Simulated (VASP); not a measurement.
# SbPt (P6_3/mmc) in VASP: settings compared

Aim: see how the results for SbPt move with the level of theory and the settings. Levels: r2SCAN+rVV10, r2SCAN. Tasks: relaxation of shape and atoms at fixed volume.

Everything below comes from runs of VASP 6.6.1. Logs are shortened: lines on timing, memory, paths and dates and some standing lists are left out, and cuts for length are marked.

### Step 1. The cell of the first run

The structure is hexagonal, space group P6_3/mmc (No. 194). The conventional cell has a = 4.108 Å, b = 4.108 Å, c = 5.531 Å, α = 90.00°, β = 90.00°, γ = 120.00°. Sb (site symmetry -6m2) has 6 Pt at 2.75 Å and 6 Sb at 3.64 Å within 3.7 Å. Within 3.6 Å of Pt (site symmetry -3m) lie 6 Sb at 2.75 Å and 2 Pt at 2.77 Å.

### Step 2. Relaxation of shape and atoms at fixed volume, r2SCAN+rVV10

File POSCAR:

```
SbPt
1.0
    4.1078823880      0.0000000000      0.0000000000
   -2.0539411940      3.5575305037      0.0000000000
    0.0000000000      0.0000000000      5.5310770239
Sb Pt
2 2
Direct
    0.3333333333      0.6666666667      0.2500000000
    0.6666666667      0.3333333333      0.7500000000
    0.0000000000      0.0000000000      0.0000000000
    0.0000000000      0.0000000000      0.5000000000
```

File INCAR.step1:

```
SYSTEM = SbPt
ALGO = Normal
EDIFF = 1E-4
ENCUT = 600
GGA = PE
ISMEAR = 0
LASPH = .True.
LCHARG = .False.
LREAL = .False.
LWAVE = .True.
NELM = 80
PREC = Accurate
SIGMA = 0.05
```

File INCAR.step2:

```
SYSTEM = SbPt
ALGO = Normal
BPARAM = 11.95
CPARAM = 0.0093
EDIFF = 1E-7
EDIFFG = -0.02
ENCUT = 600
IBRION = 2
ISIF = 4
ISMEAR = 0
ISTART = 1
IVDW_NL = 2
LASPH = .True.
LCHARG = .False.
LMIXTAU = .True.
LREAL = .False.
LUSE_VDW = .True.
LWAVE = .False.
METAGGA = R2SCAN
NELM = 80
NSW = 60
PREC = Accurate
SIGMA = 0.05
```

File KPOINTS:

```
k-points
0
Gamma
  6 6 4
  0 0 0
```

Potentials or basis: VASP PAW PBE potentials, release 64 (Sb, Pt).

Run with:

```
$ cat potpaw_PBE.64/Sb/POTCAR potpaw_PBE.64/Pt/POTCAR > POTCAR
$ cp INCAR.step1 INCAR
$ mpirun -np 1 vasp_std > vasp.out
$ cp INCAR.step2 INCAR
$ mpirun -np 1 vasp_std > vasp.out
```

OUTCAR:

```text
SYSTEM = SbPt
   BPARAM = 11.95
   EDIFF = 1E-7
   EDIFFG = -0.02
   ENCUT = 600
   IBRION = 2
   ISIF = 4
   ISMEAR = 0
   ISTART = 1
   IVDW_NL = 2
   LASPH = .True.
   LREAL = .False.
   METAGGA = R2SCAN
   NELM = 80
   NSW = 60
   PREC = Accurate

 ion  position               nearest neighbor table
   1  0.333  0.667  0.250-   3 2.75   4 2.75   3 2.75   4 2.75   3 2.75   4 2.75   2 3.64   2 3.64
                             2 3.64   2 3.64   2 3.64   2 3.64
   2  0.667  0.333  0.750-   3 2.75   4 2.75   3 2.75   4 2.75   3 2.75   4 2.75   1 3.64   1 3.64
                             1 3.64   1 3.64   1 3.64   1 3.64
   3  0.000  0.000  0.000-   1 2.75   2 2.75   1 2.75   2 2.75   2 2.75   1 2.75   4 2.77   4 2.77

   4  0.000  0.000  0.500-   1 2.75   2 2.75   1 2.75   2 2.75   2 2.75   1 2.75   3 2.77   3 2.77

  LATTYP: Found a hexagonal cell.
 ALAT       =     4.1078823880
 C/A-ratio  =     1.3464545723

  Lattice vectors:

 A1 = (   4.1078823880,   0.0000000000,   0.0000000000)
 A2 = (  -2.0539411940,   3.5575305037,   0.0000000000)
 A3 = (   0.0000000000,   0.0000000000,   5.5310770239)

Analysis of symmetry for initial positions (statically):
=====================================================================
 Subroutine PRICEL returns:
 Original cell was already a primitive cell.

 Routine SETGRP: Setting up the symmetry group for a
 hexagonal supercell.

 Subroutine GETGRP returns: Found 24 space group operations
 (whereof 12 operations were pure point group operations)
 out of a pool of 24 trial point group operations.

The static configuration has the point symmetry D_3d.
 The point group associated with its full space group is D_6h.

Analysis of symmetry for dynamics (positions and initial velocities):
=====================================================================
 Subroutine PRICEL returns:
 Original cell was already a primitive cell.

 Routine SETGRP: Setting up the symmetry group for a
 hexagonal supercell.

 Subroutine GETGRP returns: Found 24 space group operations
 (whereof 12 operations were pure point group operations)
 out of a pool of 24 trial point group operations.

The dynamic configuration has the point symmetry D_3d.
 The point group associated with its full space group is D_6h.

 Subroutine INISYM returns: Found 24 space group operations
 (whereof 12 operations are pure point group operations),
 and found     1 'primitive' translations

----------------------------------------------------------------------------------------

                                     Primitive cell

  volume of cell :      80.8307

  direct lattice vectors                    reciprocal lattice vectors
     4.107882388  0.000000000  0.000000000     0.243434428  0.140546933  0.000000000
    -2.053941194  3.557530504  0.000000000     0.000000000  0.281093865  0.000000000
     0.000000000  0.000000000  5.531077024     0.000000000  0.000000000  0.180796614

  length of vectors
     4.107882388  4.107882388  5.531077024     0.281093865  0.281093865  0.180796614

  position of ions in fractional coordinates (direct lattice)
     0.333333333  0.666666667  0.250000000
     0.666666667  0.333333333  0.750000000
     0.000000000  0.000000000  0.000000000
     0.000000000  0.000000000  0.500000000

  ion indices of the primitive-cell ions
   primitive index   ion index
                 1           1
                 2           2
                 3           3
                 4           4

----------------------------------------------------------------------------------------

 KPOINTS: k-points

Automatic generation of k-mesh.
 Grid dimensions read from file:
 generate k-points for:    6    6    4

 Generating k-lattice:

  Cartesian coordinates                     Fractional coordinates (reciprocal lattice)
     0.040572405  0.023424489  0.000000000     0.166666667  0.000000000  0.000000000
     0.000000000  0.046848978  0.000000000     0.000000000  0.166666667  0.000000000
     0.000000000  0.000000000  0.045199154     0.000000000  0.000000000  0.250000000

  Length of vectors
     0.046848978  0.046848978  0.045199154

  Shift w.r.t. Gamma in fractional coordinates (k-lattice)
     0.000000000  0.000000000  0.000000000

 Subroutine IBZKPT returns following result:
 ===========================================

 Found     21 irreducible k-points:

 Following reciprocal coordinates:
            Coordinates               Weight
  0.000000  0.000000  0.000000      1.000000
  0.166667 -0.000000  0.000000      6.000000
  0.333333 -0.000000  0.000000      6.000000
  0.500000 -0.000000  0.000000      3.000000
  0.166667  0.166667  0.000000      6.000000
  0.333333  0.166667  0.000000     12.000000
[... 13 lines left out ...]
  0.333333  0.166667  0.500000     12.000000
  0.333333  0.333333  0.500000      2.000000
   k-points           NKPTS =     21   k-points in BZ     NKDIM =     21   number of bands    NBANDS=     19
   number of dos      NEDOS =    301   number of ions     NIONS =      4
   total plane-waves  NPLWV =  62208
   dimension x,y,z NGX =    36 NGY =   36 NGZ =   48
   dimension x,y,z NGXF=    72 NGYF=   72 NGZF=   96
   ions per type =               2   2
   NGX,Y,Z   is equivalent  to a cutoff of  14.57, 14.57, 14.43 a.u.
   NGXF,Y,Z  is equivalent  to a cutoff of  29.14, 29.14, 28.85 a.u.
 SYSTEM =  SbPt
   PREC   = accura    normal or accurate (medium, high low for compatibility)
   ISTART =      1    job   : 0-new  1-cont  2-samecut
   ICHARG =      0    charge: 1-file 2-atom 10-const
   ISPIN  =      1    spin polarized calculation?
   LNONCOLLINEAR =      F non collinear calculations
   LSORBIT =      F    spin-orbit coupling
   LASPH  =      T    aspherical Exc in radial PAW
   ENCUT  =  600.0 eV  44.10 Ry    6.64 a.u.   8.20  8.20 11.05*2*pi/ulx,y,z
   NELM   =     80;   NELMIN=  2; NELMDL=  0     # of ELM steps
   EDIFF  = 0.1E-06   stopping-criterion for ELM
   LREAL  =      F    real-space projection
   EDIFFG = -.2E-01   stopping-criterion for IOM
   NSW    =     60    number of steps for IOM
   IBRION =      2    ionic relax: 0-MD 1-quasi-New 2-CG
   NFREE  =      1    steps in history (QN), initial steepest desc. (CG)
   ISIF   =      4    stress and relaxation
   ISYM   =      2    0-nonsym 1-usesym 2-fastsym
   POTIM  = 0.5000    time-step for ionic-motion
   TEBEG  =    0.0;   TEEND  =   0.0 temperature during run
   PSTRESS=    0.0 pullay stress
   NELECT =      30.0000    total number of electrons
   NUPDOWN=      -1.0000    fix difference up-down
   EMIN   =  10.00;   EMAX   =-10.00  energy-range for DOS
   EFERMI =   0.00;   METHOD = LEGACY
   ISMEAR =     0;   SIGMA  =   0.05  broadening in eV -4-tet -1-fermi 0-gaus
   EFERMI_NEDOS =   21; number of points for ismear=-14 and -15
   IALGO  =     38    algorithm
   IMIX   =      4    mixing-type and parameters
     AMIX     =   0.40;   BMIX     =  1.00
     AMIX_MAG =   1.60;   BMIX_MAG =  1.00
  volume/ion in A,a.u.               =      20.21       136.37
  Fermi-wavevector in a.u.,A,eV,Ry     =   1.176494  2.223252 18.832350  1.384139
  Thomas-Fermi vector in A             =   2.312857
   LORBIT       =      0    0 simple, 1 ext, 2 COOP (PROOUT), +10 PAW based schemes
   METAGGA = R2SCAN    functional components
   LHFCALC =     F    Hartree Fock is set to
   AEXX    =    0.0000 exact exchange contribution
   IVDW_NL    =     2    kernel type
   BPARAM     =11.9500
   IVDW    =     0    specifies the selected vdW correction
   LEPSILON=     F    determine dielectric tensor
   LRPA    =     F    only Hartree local field effects (RPA)
 conjugate gradient relaxation of ions
 non-spin polarized calculation
 Gauss-broadening in eV      SIGMA  =   0.05
  energy-cutoff  :      600.00
  volume of cell :       80.83
 maximum number of plane-waves:      2724
 NGX is ok and might be reduce to    36
   NGX = 17   NGY = 17   NGZ = 23

 number of electron      30.0000002 magnetization

 Free energy of the ion-electron system (eV)
  ---------------------------------------------------
  ext. energy  EPLUGINS =         0.00000000
  ---------------------------------------------------
  free energy    TOTEN  =      -155.54202732 eV

  energy without entropy =     -155.54055506  energy(sigma->0) =     -155.54129119

 E-fermi :  10.2175     XC(G=0): -12.2804

 val. band max:       10.1832620540   @ k =   0.3333  -0.0000   0.2500
 cond. band min:      10.4707043346   @ k =   0.3333  -0.0000   0.0000
 fundamental gap:      0.2874422806
 Fermi energy:        10.2174655976

 k-point     1 :       0.0000    0.0000    0.0000
  band No.  band energies     occupation
      1      -3.3997      2.00000
      2       0.7370      2.00000
      3       2.6244      2.00000
      4       3.8005      2.00000
      5       3.8005      2.00000
      6       4.0463      2.00000
[... 11 lines left out ...]
     18      14.0193      0.00000
     19      14.0193      0.00000

 k-point     2 :       0.1667   -0.0000    0.0000
  band No.  band energies     occupation
      1      -3.0384      2.00000
      2       0.4018      2.00000
      3       3.0531      2.00000
      4       3.8832      2.00000
      5       3.9470      2.00000
      6       4.3631      2.00000
[... 11 lines left out ...]
     18      13.8169      0.00000
     19      14.3380      0.00000

 k-point     3 :       0.3333   -0.0000    0.0000
  band No.  band energies     occupation
      1      -2.0389      2.00000
      2      -0.1455      2.00000
      3       3.1056      2.00000
      4       3.9393      2.00000
      5       4.1379      2.00000
      6       4.4569      2.00000
[... 11 lines left out ...]
     18      14.2976      0.00000
     19      14.3600      0.00000

 k-point     4 :       0.5000   -0.0000    0.0000
  band No.  band energies     occupation
      1      -0.9952      2.00000
      2      -0.6556      2.00000
      3       2.1062      2.00000
      4       3.9081      2.00000
      5       4.3535      2.00000
      6       4.5970      2.00000
[... 11 lines left out ...]
     18      14.7134      0.00000
     19      14.7550      0.00000

 k-point     5 :       0.1667    0.1667    0.0000
  band No.  band energies     occupation
      1      -2.3518      2.00000
      2       0.0060      2.00000
      3       3.5219      2.00000
      4       3.8501      2.00000
      5       3.9302      2.00000
      6       4.5442      2.00000
[... 11 lines left out ...]
     18      12.5422      0.00000
     19      14.0671      0.00000
[... 268 lines left out ...]
      2      -0.6579      2.00000
      3       2.9766      2.00000
      4       2.9766      2.00000
      5       4.8756      2.00000
      6       4.8756      2.00000
[... 11 lines left out ...]
     18      12.1165      0.00000
     19      14.1984      0.00000

 k-point    19 :       0.1667    0.1667    0.5000
  band No.  band energies     occupation
      1      -1.3034      2.00000
      2      -1.3034      2.00000
      3       3.6519      2.00000
      4       3.6519      2.00000
      5       4.7604      2.00000
      6       4.7604      2.00000
[... 11 lines left out ...]
     18      12.1579      0.00000
     19      15.3682      0.00000

 k-point    20 :       0.3333    0.1667    0.5000
  band No.  band energies     occupation
      1      -0.6912      2.00000
      2      -0.6912      2.00000
      3       3.2692      2.00000
      4       3.2692      2.00000
      5       4.6002      2.00000
      6       4.6002      2.00000
[... 11 lines left out ...]
     18      13.3909      0.00000
     19      14.9330      0.00000

 k-point    21 :       0.3333    0.3333    0.5000
  band No.  band energies     occupation
      1      -0.4805      2.00000
      2      -0.4805      2.00000
      3       3.8279      2.00000
      4       3.8279      2.00000
      5       3.9001      2.00000
      6       3.9001      2.00000
[... 11 lines left out ...]
     18      14.5487      0.00000
     19      16.1052      0.00000

------------------------ aborting loop because EDIFF is reached ----------------------------------------

  FORCE on cell =-STRESS in cart. coord.  units (eV):
  Direction    XX          YY          ZZ          XY          YZ          ZX
  --------------------------------------------------------------------------------------
  -------------------------------------------------------------------------------------
  Total        1.9341999      1.9341999      1.9975309      0.0000000      0.0000000     -0.0000000
  in kB       38.3385420     38.3385420     39.5938516      0.0000000      0.0000000     -0.0000000
  external PRESSURE =      38.7569786 kB  Pullay stress =       0.0000000 kB

 VOLUME and BASIS-vectors are now :
 -----------------------------------------------------------------------------
  energy-cutoff  :      600.00
  volume of cell :       80.83
      direct lattice vectors                 reciprocal lattice vectors
     4.107882388  0.000000000  0.000000000     0.243434428  0.140546933  0.000000000
    -2.053941194  3.557530504  0.000000000     0.000000000  0.281093865  0.000000000
     0.000000000  0.000000000  5.531077024     0.000000000  0.000000000  0.180796614

 POSITION                                       TOTAL-FORCE (eV/Angst)
 -----------------------------------------------------------------------------------
     -0.00000      2.37169      1.38277         0.000000      0.000000      0.000000
      2.05394      1.18584      4.14831         0.000000     -0.000000      0.000000
      0.00000      0.00000      0.00000        -0.000000     -0.000000      0.000000
      0.00000      0.00000      2.76554        -0.000000     -0.000000      0.000000
 -----------------------------------------------------------------------------------
    total drift:                               -0.000000      0.000000      0.000000

  FREE ENERGIE OF THE ION-ELECTRON SYSTEM (eV)
  ---------------------------------------------------
  free  energy   TOTEN  =      -155.5420273220 eV

  energy  without entropy=     -155.5405550569  energy(sigma->0) =     -155.54129119

 reached required accuracy - stopping structural energy minimisation
```

It took 2.7 min on 1 thread of Intel Xeon 6975P-C (Granite Rapids), shared host; peak memory 0.49 GiB.

Results:

- Free energy: -155.5420 eV
- Pressure after relaxing: 3.9 GPa
- Band gap on the k mesh: zero (bands 15 and 16 overlap by 4.42 eV)

Final structure:
```xyz
4
Lattice="4.1079 0.0000 0.0000 -2.0539 3.5575 0.0000 0.0000 0.0000 5.5311" Properties=species:S:1:pos:R:3 pbc="T T T"
Sb    0.0000    2.3717    1.3828
Sb    2.0539    1.1858    4.1483
Pt    0.0000    0.0000    0.0000
Pt    0.0000    0.0000    2.7655
```

Caveat: the PAW data sets were made with another functional, which shifts forces and pressure a little; spin-orbit coupling is left out, which moves the levels of the heavy elements.

### Step 3. Relaxation of shape and atoms at fixed volume, r2SCAN

POSCAR is that of step 2.

File INCAR.step1:

```
  PREC = Accurate
  ENCUT = 600
  ISMEAR = 0
  SIGMA = 0.05
  LREAL = F
  LASPH = T
  NELM = 80
  GGA = PE
  ALGO = Normal
  EDIFF = 1E-4
  LWAVE = T
  LCHARG = F
```

File INCAR.step2:

```
  PREC = Accurate
  ENCUT = 600
  EDIFF = 1E-6
  ISMEAR = 0
  SIGMA = 0.05
  LREAL = F
  LASPH = T
  NELM = 80
  ALGO = Normal
  ISIF = 4
  LWAVE = F
  LCHARG = F
  METAGGA = R2SCAN
  LMIXTAU = T
  IBRION = 2
  NSW = 60
  EDIFFG = -0.02
  ISTART = 1
```

File KPOINTS:

```
Automatic mesh
0
Gamma
  6 6 4
```

Potentials or basis: VASP PAW PBE potentials, release 64 (Sb, Pt).

Run with:

```
$ cat potpaw_PBE.64/Sb/POTCAR potpaw_PBE.64/Pt/POTCAR > POTCAR
$ cp INCAR.step1 INCAR
$ mpirun -np 1 vasp_std > vasp.out
$ cp INCAR.step2 INCAR
$ mpirun -np 1 vasp_std > vasp.out
```

It took 60 s on 1 thread of Intel Xeon 6975P-C (Granite Rapids), shared host; peak memory 0.27 GiB.

The run converged. Its results:

```yaml
Free_energy: -156.1674 eV
Pressure_after_relaxing: 5.0 GPa
Band_gap_on_the_k_mesh: zero (bands 15 and 16 overlap by 4.41 eV)
```

Stress tensor (GPa, compression positive):
```
4.95 0.00 0.00
0.00 4.95 0.00
0.00 0.00 5.10
```

Final structure:
```
Sb Pt
1.0
     4.10788    0.00000    0.00000
    -2.05394    3.55753    0.00000
     0.00000    0.00000    5.53108
Sb Pt
2 2
Direct
  0.33333 0.66667 0.25000
  0.66667 0.33333 0.75000
  0.00000 0.00000 0.00000
  0.00000 0.00000 0.50000
```

Levels at points of the mesh, in eV from the Fermi level:
```csv
k point,band 12,band 13,band 14,band 15,band 16,band 17,band 18,band 19
"(0.00, 0.00, 0.00)",-2.50,-0.16,-0.16,0.54,2.31,2.74,3.81,3.81
"(0.50, 0.00, 0.00)",-3.14,-2.99,-2.69,-2.48,-0.54,1.78,4.54,4.57
"(0.00, 0.00, 0.50)",-3.99,-1.24,-1.24,2.41,2.41,2.41,2.41,5.54
"(0.50, 0.00, 0.50)",-3.54,-3.39,-3.39,0.30,0.30,1.90,1.90,4.00
```

Caveat: the PAW data sets were made with another functional, which shifts forces and pressure a little; spin-orbit coupling is left out, which moves the levels of the heavy elements.

The gap in the log of VASP goes by the Fermi energy; the results here count the filled bands.